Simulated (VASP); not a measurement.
# HfSi3 (Pm-3m) in VASP: a series of runs

Runs on HfSi3. Level: PBEsol. Tasks: single point.

Everything below comes from runs of VASP 6.6.1. Logs are shortened: lines on timing, memory, paths and dates and some standing lists are left out, and cuts for length are marked.

### Step 1. The cell of the first run

It takes space group Pm-3m (No. 221, cubic). Conventional cell: a = 3.930 Å, b = 3.930 Å, c = 3.930 Å, α = 90.00°, β = 90.00°, γ = 90.00°. Hf (site symmetry m-3m) has 12 Si at 2.78 Å within 3.7 Å. Within 3.7 Å of Si (site symmetry 4/mmm) lie 4 Hf at 2.78 Å and 8 Si at 2.78 Å.

### Step 2. Single point, PBEsol

File INCAR:

```
SYSTEM = HfSi3
PREC     = Accurate       ! precision mode
ENCUT    = 520            ! plane-wave cutoff, eV
EDIFF    = 1E-6           ! SCF threshold, eV
ISMEAR   = 0              ! smearing method
SIGMA    = 0.05           ! smearing width, eV
LREAL    = .False.        ! projectors in reciprocal space
LASPH    = .True.         ! aspherical terms in the spheres
NELM     = 80             ! most SCF steps
ALGO     = Normal         ! electronic algorithm
ISIF     = 2              ! what is computed and relaxed
LWAVE    = .False.        ! write WAVECAR
LCHARG   = .False.        ! write CHGCAR
GGA      = PS             ! functional
NBANDS   = 19             ! bands
```

File KPOINTS:

```
Automatic mesh
0
Gamma
  8 8 8
  0 0 0
```

File POSCAR:

```
HfSi3
1.0
    3.9300057715      0.0000000000      0.0000000000
    0.0000000000      3.9300057715      0.0000000000
    0.0000000000      0.0000000000      3.9300057715
Hf Si
1 3
Direct
    0.0000000000      0.0000000000      0.0000000000
    0.0000000000      0.5000000000      0.5000000000
    0.5000000000      0.5000000000      0.0000000000
    0.5000000000      0.0000000000      0.5000000000
```

Potentials or basis: VASP PAW PBE potentials, release 64 (Hf_pv, Si).

Command:

```bash
$ cat potpaw_PBE.64/Hf_pv/POTCAR potpaw_PBE.64/Si/POTCAR > POTCAR
$ mpirun -np 1 vasp_std > vasp.out
```

OUTCAR:

```text
SYSTEM = HfSi3
   PREC = Accurate
   ENCUT = 520
   EDIFF = 1E-6
   ISMEAR = 0
   LREAL = .False.
   LASPH = .True.
   NELM = 80
   ISIF = 2
   GGA = PS

 ion  position               nearest neighbor table
   1  0.000  0.000  0.000-   2 2.78   3 2.78   4 2.78   2 2.78   4 2.78   2 2.78   3 2.78   2 2.78
                             3 2.78   4 2.78   4 2.78   3 2.78
   2  0.000  0.500  0.500-   1 2.78   3 2.78   4 2.78   1 2.78   3 2.78   1 2.78   4 2.78   1 2.78
                             3 2.78   4 2.78   3 2.78   4 2.78
   3  0.500  0.500  0.000-   1 2.78   2 2.78   4 2.78   2 2.78   4 2.78   1 2.78   4 2.78   4 2.78
                             1 2.78   2 2.78   2 2.78   1 2.78
   4  0.500  0.000  0.500-   1 2.78   2 2.78   3 2.78   1 2.78   3 2.78   2 2.78   3 2.78   3 2.78
                             1 2.78   2 2.78   1 2.78   2 2.78

  LATTYP: Found a simple cubic cell.
 ALAT       =     3.9300057715

  Lattice vectors:

 A1 = (   3.9300057715,   0.0000000000,   0.0000000000)
 A2 = (   0.0000000000,   3.9300057715,   0.0000000000)
 A3 = (   0.0000000000,   0.0000000000,   3.9300057715)

Analysis of symmetry for initial positions (statically):
=====================================================================
 Subroutine PRICEL returns:
 Original cell was already a primitive cell.

 Routine SETGRP: Setting up the symmetry group for a
 simple cubic supercell.

 Subroutine GETGRP returns: Found 48 space group operations
 (whereof 48 operations were pure point group operations)
 out of a pool of 48 trial point group operations.

The static configuration has the point symmetry O_h .

Analysis of symmetry for dynamics (positions and initial velocities):
=====================================================================
 Subroutine PRICEL returns:
 Original cell was already a primitive cell.

 Routine SETGRP: Setting up the symmetry group for a
 simple cubic supercell.

 Subroutine GETGRP returns: Found 48 space group operations
 (whereof 48 operations were pure point group operations)
 out of a pool of 48 trial point group operations.

The dynamic configuration has the point symmetry O_h .

 Subroutine INISYM returns: Found 48 space group operations
 (whereof 48 operations are pure point group operations),
 and found     1 'primitive' translations

----------------------------------------------------------------------------------------

                                     Primitive cell

  volume of cell :      60.6987

  direct lattice vectors                    reciprocal lattice vectors
     3.930005771  0.000000000  0.000000000     0.254452553  0.000000000  0.000000000
     0.000000000  3.930005771  0.000000000     0.000000000  0.254452553  0.000000000
     0.000000000  0.000000000  3.930005771     0.000000000  0.000000000  0.254452553

  length of vectors
     3.930005771  3.930005771  3.930005771     0.254452553  0.254452553  0.254452553

  position of ions in fractional coordinates (direct lattice)
     0.000000000  0.000000000  0.000000000
     0.000000000  0.500000000  0.500000000
     0.500000000  0.500000000  0.000000000
     0.500000000  0.000000000  0.500000000

  ion indices of the primitive-cell ions
   primitive index   ion index
                 1           1
                 2           2
                 3           3
                 4           4

----------------------------------------------------------------------------------------

 KPOINTS: Automatic mesh

Automatic generation of k-mesh.
 Grid dimensions read from file:
 generate k-points for:    8    8    8

 Generating k-lattice:

  Cartesian coordinates                     Fractional coordinates (reciprocal lattice)
     0.031806569  0.000000000  0.000000000     0.125000000  0.000000000  0.000000000
     0.000000000  0.031806569  0.000000000     0.000000000  0.125000000  0.000000000
     0.000000000  0.000000000  0.031806569     0.000000000  0.000000000  0.125000000

  Length of vectors
     0.031806569  0.031806569  0.031806569

  Shift w.r.t. Gamma in fractional coordinates (k-lattice)
     0.000000000  0.000000000  0.000000000

 Subroutine IBZKPT returns following result:
 ===========================================

 Found     35 irreducible k-points:

 Following reciprocal coordinates:
            Coordinates               Weight
  0.000000  0.000000  0.000000      1.000000
  0.125000  0.000000  0.000000      6.000000
  0.250000  0.000000  0.000000      6.000000
  0.375000  0.000000  0.000000      6.000000
  0.500000  0.000000  0.000000      3.000000
  0.125000  0.125000  0.000000     12.000000
[... 16 lines left out ...]
  0.375000  0.375000  0.125000     24.000000
  0.500000  0.375000  0.125000     24.000000
 [... further k-points ...]
   k-points           NKPTS =     35   k-points in BZ     NKDIM =     35   number of bands    NBANDS=     19
   number of dos      NEDOS =    301   number of ions     NIONS =      4
   total plane-waves  NPLWV =  27000
   dimension x,y,z NGX =    30 NGY =   30 NGZ =   30
   dimension x,y,z NGXF=    60 NGYF=   60 NGZF=   60
   ions per type =               1   3
   NGX,Y,Z   is equivalent  to a cutoff of  12.69, 12.69, 12.69 a.u.
   NGXF,Y,Z  is equivalent  to a cutoff of  25.38, 25.38, 25.38 a.u.
 SYSTEM =  HfSi3
   PREC   = accura    normal or accurate (medium, high low for compatibility)
   ISTART =      0    job   : 0-new  1-cont  2-samecut
   ICHARG =      2    charge: 1-file 2-atom 10-const
   ISPIN  =      1    spin polarized calculation?
   LNONCOLLINEAR =      F non collinear calculations
   LSORBIT =      F    spin-orbit coupling
   LASPH  =      T    aspherical Exc in radial PAW
   ENCUT  =  520.0 eV  38.22 Ry    6.18 a.u.   7.31  7.31  7.31*2*pi/ulx,y,z
   NELM   =     80;   NELMIN=  2; NELMDL= -5     # of ELM steps
   EDIFF  = 0.1E-05   stopping-criterion for ELM
   LREAL  =      F    real-space projection
   EDIFFG = 0.1E-04   stopping-criterion for IOM
   NSW    =      0    number of steps for IOM
   IBRION =     -1    ionic relax: 0-MD 1-quasi-New 2-CG
   NFREE  =      0    steps in history (QN), initial steepest desc. (CG)
   ISIF   =      2    stress and relaxation
   ISYM   =      2    0-nonsym 1-usesym 2-fastsym
   POTIM  = 0.5000    time-step for ionic-motion
   TEBEG  =    0.0;   TEEND  =   0.0 temperature during run
   PSTRESS=    0.0 pullay stress
   NELECT =      22.0000    total number of electrons
   NUPDOWN=      -1.0000    fix difference up-down
   EMIN   =  10.00;   EMAX   =-10.00  energy-range for DOS
   EFERMI =   0.00;   METHOD = LEGACY
   ISMEAR =     0;   SIGMA  =   0.05  broadening in eV -4-tet -1-fermi 0-gaus
   EFERMI_NEDOS =   21; number of points for ismear=-14 and -15
   IALGO  =     38    algorithm
   IMIX   =      4    mixing-type and parameters
     AMIX     =   0.40;   BMIX     =  1.00
     AMIX_MAG =   1.60;   BMIX_MAG =  1.00
  volume/ion in A,a.u.               =      15.17       102.40
  Fermi-wavevector in a.u.,A,eV,Ry     =   1.167228  2.205742 18.536881  1.362422
  Thomas-Fermi vector in A             =   2.303731
   LORBIT       =      0    0 simple, 1 ext, 2 COOP (PROOUT), +10 PAW based schemes
   GGA     = PS    functional components
   LHFCALC =     F    Hartree Fock is set to
   AEXX    =    0.0000 exact exchange contribution
   IVDW    =     0    specifies the selected vdW correction
   LEPSILON=     F    determine dielectric tensor
   LRPA    =     F    only Hartree local field effects (RPA)
 non-spin polarized calculation
 Gauss-broadening in eV      SIGMA  =   0.05
  energy-cutoff  :      520.00
  volume of cell :       60.70
 maximum number of plane-waves:      1666
 NGX is ok and might be reduce to    30
   NGX = 15   NGY = 15   NGZ = 15

 number of electron      21.9999996 magnetization

 Free energy of the ion-electron system (eV)
  ---------------------------------------------------
  ext. energy  EPLUGINS =         0.00000000
  ---------------------------------------------------
  free energy    TOTEN  =       -28.42553701 eV

  energy without entropy =      -28.42222215  energy(sigma->0) =      -28.42387958

 E-fermi :   9.5277     XC(G=0): -11.6384

 val. band max:        9.4709713594   @ k =   0.1250   0.0000   0.0000
 cond. band min:       9.5281044170   @ k =   0.3750   0.3750   0.0000
 fundamental gap:      0.0571330575
 Fermi energy:         9.5277404020

 k-point     1 :       0.0000    0.0000    0.0000
  band No.  band energies     occupation
      1     -21.6413      2.00000
      2     -21.6413      2.00000
      3     -21.6413      2.00000
      4      -4.1349      2.00000
      5       3.4324      2.00000
      6       3.4324      2.00000
[... 11 lines left out ...]
     18      12.4620      0.00000
     19      15.8822      0.00000

 k-point     2 :       0.1250    0.0000    0.0000
  band No.  band energies     occupation
      1     -21.6517      2.00000
      2     -21.6404      2.00000
      3     -21.6404      2.00000
      4      -3.9674      2.00000
      5       2.6171      2.00000
      6       3.5744      2.00000
[... 11 lines left out ...]
     18      14.1030      0.00000
     19      14.9786      0.00000

 k-point     3 :       0.2500    0.0000    0.0000
  band No.  band energies     occupation
      1     -21.6769      2.00000
      2     -21.6382      2.00000
      3     -21.6382      2.00000
      4      -3.4755      2.00000
      5       1.1807      2.00000
      6       3.9977      2.00000
[... 11 lines left out ...]
     18      14.2089      0.00000
     19      14.3722      0.00000

 k-point     4 :       0.3750    0.0000    0.0000
  band No.  band energies     occupation
      1     -21.7018      2.00000
      2     -21.6360      2.00000
      3     -21.6360      2.00000
      4      -2.6933      2.00000
      5      -0.2512      2.00000
      6       4.6888      2.00000
[... 407 lines left out ...]
     18      15.4982      0.00000
     19      16.2225      0.00000

 k-point    23 :       0.3750    0.3750    0.1250
  band No.  band energies     occupation
      1     -21.6926      2.00000
      2     -21.6915      2.00000
      3     -21.6402      2.00000
      4      -1.3847      2.00000
      5       0.9420      2.00000
      6       0.9742      2.00000
[... 11 lines left out ...]
     18      14.5470      0.00000
     19      15.6967      0.00000

 k-point    24 :       0.5000    0.3750    0.1250
  band No.  band energies     occupation
      1     -21.7017      2.00000
      2     -21.6906      2.00000
      3     -21.6393      2.00000
      4      -0.8901      2.00000
      5       0.2577      2.00000
      6       1.3246      2.00000
[... 11 lines left out ...]
     18      15.1970      0.00000
     19      16.5939      0.00000

 [... further k-points ...]
[... 5 lines left out ...]
  --------------------------------------------------------------------------------------
  -------------------------------------------------------------------------------------
  Total        0.0248167      0.0248167      0.0248167      0.0000000     -0.0000000      0.0000000
  in kB        0.6550505      0.6550505      0.6550505      0.0000000     -0.0000000      0.0000000
  external PRESSURE =       0.6550505 kB  Pullay stress =       0.0000000 kB

 VOLUME and BASIS-vectors are now :
 -----------------------------------------------------------------------------
  energy-cutoff  :      520.00
  volume of cell :       60.70
      direct lattice vectors                 reciprocal lattice vectors
     3.930005771  0.000000000  0.000000000     0.254452553  0.000000000  0.000000000
     0.000000000  3.930005771  0.000000000     0.000000000  0.254452553  0.000000000
     0.000000000  0.000000000  3.930005771     0.000000000  0.000000000  0.254452553

 POSITION                                       TOTAL-FORCE (eV/Angst)
 -----------------------------------------------------------------------------------
      0.00000      0.00000      0.00000         0.000000      0.000000      0.000000
      0.00000      1.96500      1.96500         0.000000      0.000000      0.000000
      1.96500      1.96500      0.00000         0.000000      0.000000      0.000000
      1.96500      0.00000      1.96500         0.000000      0.000000      0.000000
 -----------------------------------------------------------------------------------
    total drift:                               -0.000000     -0.000000      0.000000

  FREE ENERGIE OF THE ION-ELECTRON SYSTEM (eV)
  ---------------------------------------------------
  free  energy   TOTEN  =       -28.4255370056 eV

  energy  without entropy=      -28.4222221535  energy(sigma->0) =      -28.42387958
```

It took 23 s on 1 thread of Intel Xeon Platinum 8488C (Sapphire Rapids), shared host; peak memory 0.18 GiB.

What came out:

| Property | Result |
| --- | --- |
| Free energy | -28.4255 eV |
| Pressure | 0.1 GPa |
| Band gap on the k mesh | zero (band 11 reaches 10.39 eV, above the bottom of band 12 at 8.41 eV) |

Levels at points of the mesh, in eV from the Fermi level:
```
           k point  band 7  band 8  band 9  band 10  band 11  band 12  band 13  band 14  band 15  band 16
(0.00, 0.00, 0.00)   -4.30   -4.30   -4.30    -0.29    -0.13    -0.13    -0.13     2.19     2.19     2.19
(0.50, 0.00, 0.00)   -4.53   -4.12   -3.51    -1.15    -1.15    -0.32     0.36     0.43     2.91     2.91
(0.50, 0.50, 0.00)   -7.27   -3.18   -3.18    -1.21    -1.00     0.76     0.76     0.90     1.69     4.32
(0.50, 0.50, 0.50)   -7.08   -5.13   -5.13    -5.13    -1.03     2.18     2.18     4.13     4.13     4.13
```

Caveat: the PAW data sets were made with another functional, which shifts forces and pressure a little; spin-orbit coupling is left out, which moves the levels of the heavy elements.

(Part 1 of 3 ends here.)
